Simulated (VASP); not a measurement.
# Nb3Si2O (Amm2) in VASP: single point with PBE

Aim: the single point of Nb3Si2O with PBE.

All numbers are computed with VASP 6.6.1; they aren't measurements. Logs are shortened: lines on timing, memory, paths and dates and some standing lists are left out, and cuts for length are marked.

### Step 1. The cell of the first run

Symmetry: Amm2, No. 38, orthorhombic system. Conventional cell: a = 11.998 Å, b = 3.313 Å, c = 4.766 Å, α = 90.00°, β = 90.00°, γ = 90.00°. Within 3.6 Å of Nb (site symmetry mm2) lie 8 Si at 2.67 to 3.59 Å and 6 Nb at 2.90 to 3.31 Å. Nb (site symmetry m) has 1 O at 1.91 Å within 2.5 Å. Si (site symmetry m) has 8 Nb at 2.67 to 3.64 Å and 6 Si at 2.90 to 3.31 Å within 3.7 Å. O (site symmetry mm2) has 2 Nb at 1.91 Å within 2.5 Å.

### Step 2. Single point, PBE

File INCAR:

```
SYSTEM = Nb3Si2O
ALGO     = Normal         ! electronic algorithm
EDIFF    = 1E-6           ! SCF threshold, eV
ENCUT    = 520            ! plane-wave cutoff, eV
GGA      = PE             ! functional
ISIF     = 2              ! what is computed and relaxed
ISMEAR   = 0              ! smearing method
LASPH    = .True.         ! aspherical terms in the spheres
LCHARG   = .False.        ! write CHGCAR
LREAL    = .False.        ! projectors in reciprocal space
LWAVE    = .False.        ! write WAVECAR
NBANDS   = 36             ! bands
NELM     = 80             ! most SCF steps
PREC     = Accurate       ! precision mode
SIGMA    = 0.1            ! smearing width, eV
```

File KPOINTS:

```
k-points
0
Gamma
  4 12 12
  0 0 0
```

File POSCAR:

```
Nb3Si2O
1.0
   11.9977027153      0.0000000000      0.0000000000
    0.0000000000      1.6567266280      2.3831289648
    0.0000000000     -1.6567266280      2.3831289648
Nb Si O
3 2 1
Direct
    0.0000000000      0.9855380840      0.9855380840
    0.3409885923      0.9872624725      0.9872624725
    0.6590114077      0.9872624725      0.9872624725
    0.1677879359      0.3612719532      0.3612719532
    0.8322120641      0.3612719532      0.3612719532
    0.5000000000      0.9898713054      0.9898713054
```

Potentials or basis: VASP PAW PBE potentials, release 64 (Nb_sv, Si, O).

Run with:

```
> cat potpaw_PBE.64/Nb_sv/POTCAR potpaw_PBE.64/Si/POTCAR potpaw_PBE.64/O/POTCAR > POTCAR
> mpirun -np 1 vasp_std > vasp.out
```

OUTCAR:

```text
SYSTEM = Nb3Si2O
   EDIFF = 1E-6
   ENCUT = 520
   GGA = PE
   ISIF = 2
   ISMEAR = 0
   LASPH = .True.
   LREAL = .False.
   NELM = 80
   PREC = Accurate

 ion  position               nearest neighbor table
   1  0.000  0.986  0.986-   4 2.67   5 2.67   4 2.67   5 2.67   4 2.69   5 2.69
   2  0.341  0.987  0.987-   6 1.91   4 2.72   4 2.72   4 2.74
   3  0.659  0.987  0.987-   6 1.91   5 2.72   5 2.72   5 2.74
   4  0.168  0.361  0.361-   1 2.67   1 2.67   1 2.69   2 2.72   2 2.72   2 2.74
   5  0.832  0.361  0.361-   1 2.67   1 2.67   1 2.69   3 2.72   3 2.72   3 2.74
   6  0.500  0.990  0.990-   2 1.91   3 1.91

  LATTYP: Found a base centered orthorhombic cell.
 ALAT       =     3.3134532560
 B/A-ratio  =     1.4384563660
 C/A-ratio  =     3.6209059819

  Lattice vectors:

 A1 = (   0.0000000000,   1.6567266280,  -2.3831289648)
 A2 = (   0.0000000000,   1.6567266280,   2.3831289648)
 A3 = (  11.9977027153,   0.0000000000,   0.0000000000)

Analysis of symmetry for initial positions (statically):
=====================================================================
 Subroutine PRICEL returns:
 Original cell was already a primitive cell.

 Routine SETGRP: Setting up the symmetry group for a
 base centered orthorhombic supercell.

 Subroutine GETGRP returns: Found  4 space group operations
 (whereof  4 operations were pure point group operations)
 out of a pool of  8 trial point group operations.

The static configuration has the point symmetry C_2v.

Analysis of symmetry for dynamics (positions and initial velocities):
=====================================================================
 Subroutine PRICEL returns:
 Original cell was already a primitive cell.

 Routine SETGRP: Setting up the symmetry group for a
 base centered orthorhombic supercell.

 Subroutine GETGRP returns: Found  4 space group operations
 (whereof  4 operations were pure point group operations)
 out of a pool of  8 trial point group operations.

The dynamic configuration has the point symmetry C_2v.

 Subroutine INISYM returns: Found  4 space group operations
 (whereof  4 operations are pure point group operations),
 and found     1 'primitive' translations

----------------------------------------------------------------------------------------

                                     Primitive cell

  volume of cell :      94.7385

  direct lattice vectors                    reciprocal lattice vectors
    11.997702715  0.000000000  0.000000000     0.083349290  0.000000000  0.000000000
     0.000000000  1.656726628  2.383128965     0.000000000  0.301799942  0.209808201
     0.000000000 -1.656726628  2.383128965     0.000000000 -0.301799942  0.209808201

  length of vectors
    11.997702715  2.902420849  2.902420849     0.083349290  0.367563173  0.367563173

  position of ions in fractional coordinates (direct lattice)
     0.000000000  0.985538084  0.985538084
     0.340988592  0.987262472  0.987262472
     0.659011408  0.987262472  0.987262472
     0.167787936  0.361271953  0.361271953
     0.832212064  0.361271953  0.361271953
     0.500000000  0.989871305  0.989871305

  ion indices of the primitive-cell ions
   primitive index   ion index
                 1           1
                 2           2
                 3           3
                 4           4
                 5           5
                 6           6

----------------------------------------------------------------------------------------

 KPOINTS: k-points

Automatic generation of k-mesh.
 Grid dimensions read from file:
 generate k-points for:    4   12   12

 Generating k-lattice:

  Cartesian coordinates                     Fractional coordinates (reciprocal lattice)
     0.020837322  0.000000000  0.000000000     0.250000000  0.000000000  0.000000000
     0.000000000  0.025149995  0.017484017     0.000000000  0.083333333  0.000000000
     0.000000000 -0.025149995  0.017484017     0.000000000  0.000000000  0.083333333

  Length of vectors
     0.020837322  0.030630264  0.030630264

  Shift w.r.t. Gamma in fractional coordinates (k-lattice)
     0.000000000  0.000000000  0.000000000

 Subroutine IBZKPT returns following result:
 ===========================================

 Found    129 irreducible k-points:

 Following reciprocal coordinates:
            Coordinates               Weight
  0.000000  0.000000  0.000000      1.000000
  0.250000  0.000000  0.000000      2.000000
  0.500000  0.000000  0.000000      1.000000
  0.000000  0.083333  0.000000      4.000000
  0.250000  0.083333  0.000000      8.000000
  0.500000  0.083333  0.000000      4.000000
[... 16 lines left out ...]
  0.250000  0.083333  0.083333      4.000000
  0.500000  0.083333  0.083333      2.000000
 [... further k-points ...]
   k-points           NKPTS =    129   k-points in BZ     NKDIM =    129   number of bands    NBANDS=     36
   number of dos      NEDOS =    301   number of ions     NIONS =      6
   total plane-waves  NPLWV =  51840
   dimension x,y,z NGX =    90 NGY =   24 NGZ =   24
   dimension x,y,z NGXF=   180 NGYF=   48 NGZF=   48
   ions per type =               3   2   1
   NGX,Y,Z   is equivalent  to a cutoff of  12.47, 13.75, 13.75 a.u.
   NGXF,Y,Z  is equivalent  to a cutoff of  24.94, 27.49, 27.49 a.u.
 SYSTEM =  Nb3Si2O
   PREC   = accura    normal or accurate (medium, high low for compatibility)
   ISTART =      0    job   : 0-new  1-cont  2-samecut
   ICHARG =      2    charge: 1-file 2-atom 10-const
   ISPIN  =      1    spin polarized calculation?
   LNONCOLLINEAR =      F non collinear calculations
   LSORBIT =      F    spin-orbit coupling
   LASPH  =      T    aspherical Exc in radial PAW
   ENCUT  =  520.0 eV  38.22 Ry    6.18 a.u.  22.31  5.40  5.40*2*pi/ulx,y,z
   NELM   =     80;   NELMIN=  2; NELMDL= -5     # of ELM steps
   EDIFF  = 0.1E-05   stopping-criterion for ELM
   LREAL  =      F    real-space projection
   EDIFFG = 0.1E-04   stopping-criterion for IOM
   NSW    =      0    number of steps for IOM
   IBRION =     -1    ionic relax: 0-MD 1-quasi-New 2-CG
   NFREE  =      0    steps in history (QN), initial steepest desc. (CG)
   ISIF   =      2    stress and relaxation
   ISYM   =      2    0-nonsym 1-usesym 2-fastsym
   POTIM  = 0.5000    time-step for ionic-motion
   TEBEG  =    0.0;   TEEND  =   0.0 temperature during run
   PSTRESS=    0.0 pullay stress
   NELECT =      53.0000    total number of electrons
   NUPDOWN=      -1.0000    fix difference up-down
   EMIN   =  10.00;   EMAX   =-10.00  energy-range for DOS
   EFERMI =   0.00;   METHOD = LEGACY
   ISMEAR =     0;   SIGMA  =   0.10  broadening in eV -4-tet -1-fermi 0-gaus
   EFERMI_NEDOS =   21; number of points for ismear=-14 and -15
   IALGO  =     38    algorithm
   IMIX   =      4    mixing-type and parameters
     AMIX     =   0.40;   BMIX     =  1.00
     AMIX_MAG =   1.60;   BMIX_MAG =  1.00
  volume/ion in A,a.u.               =      15.79       106.55
  Fermi-wavevector in a.u.,A,eV,Ry     =   1.348936  2.549119 24.757540  1.819628
  Thomas-Fermi vector in A             =   2.476564
   LORBIT       =      0    0 simple, 1 ext, 2 COOP (PROOUT), +10 PAW based schemes
   GGA     = PE    functional components
   LHFCALC =     F    Hartree Fock is set to
   AEXX    =    0.0000 exact exchange contribution
   IVDW    =     0    specifies the selected vdW correction
   LEPSILON=     F    determine dielectric tensor
   LRPA    =     F    only Hartree local field effects (RPA)
 non-spin polarized calculation
 Gauss-broadening in eV      SIGMA  =   0.10
  energy-cutoff  :      520.00
  volume of cell :       94.74
 maximum number of plane-waves:      2570
 NGX is ok and might be reduce to    90
   NGX = 45   NGY = 11   NGZ = 11

 number of electron      53.0000002 magnetization

 Free energy of the ion-electron system (eV)
  ---------------------------------------------------
  ext. energy  EPLUGINS =         0.00000000
  ---------------------------------------------------
  free energy    TOTEN  =       -50.45291110 eV

  energy without entropy =      -50.43914068  energy(sigma->0) =      -50.44602589

 E-fermi :   9.8629     XC(G=0): -11.6727

 val. band max:        9.8572266236   @ k =   0.5000   0.4167   0.0833
 cond. band min:       9.8675300521   @ k =   0.2500  -0.2500   0.2500
 fundamental gap:      0.0103034285
 Fermi energy:         9.8628912771

 k-point     1 :       0.0000    0.0000    0.0000
  band No.  band energies     occupation
      1     -45.3591      2.00000
      2     -45.3560      2.00000
      3     -44.9761      2.00000
      4     -21.8898      2.00000
      5     -21.7233      2.00000
      6     -21.2280      2.00000
[... 28 lines left out ...]
     35      13.2440      0.00000
     36      14.5934      0.00000

 k-point     2 :       0.2500    0.0000    0.0000
  band No.  band energies     occupation
      1     -45.3591      2.00000
      2     -45.3560      2.00000
      3     -44.9761      2.00000
      4     -21.8900      2.00000
      5     -21.7230      2.00000
      6     -21.2281      2.00000
[... 28 lines left out ...]
     35      13.2879      0.00000
     36      14.5768      0.00000

 k-point     3 :       0.5000    0.0000    0.0000
  band No.  band energies     occupation
      1     -45.3591      2.00000
      2     -45.3560      2.00000
      3     -44.9761      2.00000
      4     -21.8902      2.00000
      5     -21.7227      2.00000
      6     -21.2282      2.00000
[... 28 lines left out ...]
     35      13.3272      0.00000
     36      14.5599      0.00000
[... 742 lines left out ...]
 k-point    23 :       0.2500    0.0833    0.0833
  band No.  band energies     occupation
      1     -45.3476      2.00000
      2     -45.3445      2.00000
      3     -44.9643      2.00000
      4     -21.8765      2.00000
      5     -21.7106      2.00000
      6     -21.2138      2.00000
[... 28 lines left out ...]
     35      13.0680      0.00000
     36      15.0397      0.00000

 k-point    24 :       0.5000    0.0833    0.0833
  band No.  band energies     occupation
      1     -45.3476      2.00000
      2     -45.3445      2.00000
      3     -44.9643      2.00000
      4     -21.8767      2.00000
      5     -21.7103      2.00000
      6     -21.2139      2.00000
[... 28 lines left out ...]
     35      13.1315      0.00000
     36      15.0412      0.00000

 [... further k-points ...]

------------------------ aborting loop because EDIFF is reached ----------------------------------------

  FORCE on cell =-STRESS in cart. coord.  units (eV):
  Direction    XX          YY          ZZ          XY          YZ          ZX
  --------------------------------------------------------------------------------------
  -------------------------------------------------------------------------------------
  Total       -0.2244525     -0.1537619     -0.1403850      0.0000000      0.0000000      0.0000000
  in kB       -3.7958452     -2.6003561     -2.3741310      0.0000000      0.0000000      0.0000000
  external PRESSURE =      -2.9234441 kB  Pullay stress =       0.0000000 kB

 VOLUME and BASIS-vectors are now :
 -----------------------------------------------------------------------------
  energy-cutoff  :      520.00
  volume of cell :       94.74
      direct lattice vectors                 reciprocal lattice vectors
    11.997702715  0.000000000  0.000000000     0.083349290  0.000000000  0.000000000
     0.000000000  1.656726628  2.383128965     0.000000000  0.301799942  0.209808201
     0.000000000 -1.656726628  2.383128965     0.000000000 -0.301799942  0.209808201

 POSITION                                       TOTAL-FORCE (eV/Angst)
 -----------------------------------------------------------------------------------
      0.00000      0.00000      4.69733         0.000000      0.000000      0.001838
      4.09108      0.00000      4.70555         0.012147      0.000000      0.002271
      7.90662      0.00000      4.70555        -0.012147      0.000000      0.002271
      2.01307      0.00000      1.72192        -0.001006      0.000000     -0.001772
      9.98463      0.00000      1.72192         0.001006      0.000000     -0.001772
      5.99885      0.00000      4.71798         0.000000      0.000000     -0.002837
 -----------------------------------------------------------------------------------
    total drift:                               -0.000000     -0.000000      0.000414

  FREE ENERGIE OF THE ION-ELECTRON SYSTEM (eV)
  ---------------------------------------------------
  free  energy   TOTEN  =       -50.4529110967 eV

  energy  without entropy=      -50.4391406752  energy(sigma->0) =      -50.44602589
```

It took 5 min on 1 thread of Intel Xeon 6975P-C (Granite Rapids), shared host; peak memory 0.47 GiB.

Results:

```
Free energy            : -50.4529 eV
Pressure               : -0.3 GPa
Largest force          : 0.012 eV/Å
Band gap on the k mesh : zero (an odd number of electrons rules out a gap without spin polarisation)
```

Forces in eV/Å, atoms in the order of the input:
```
Nb   0.000  0.000  0.002
Nb   0.012  0.000  0.002
Nb  -0.012  0.000  0.002
Si  -0.001  0.000 -0.002
Si   0.001  0.000 -0.002
O    0.000  0.000 -0.003
```

Caveat: an odd number of electrons without spin polarisation forces a metal; a magnetic or distorted state may lie lower.
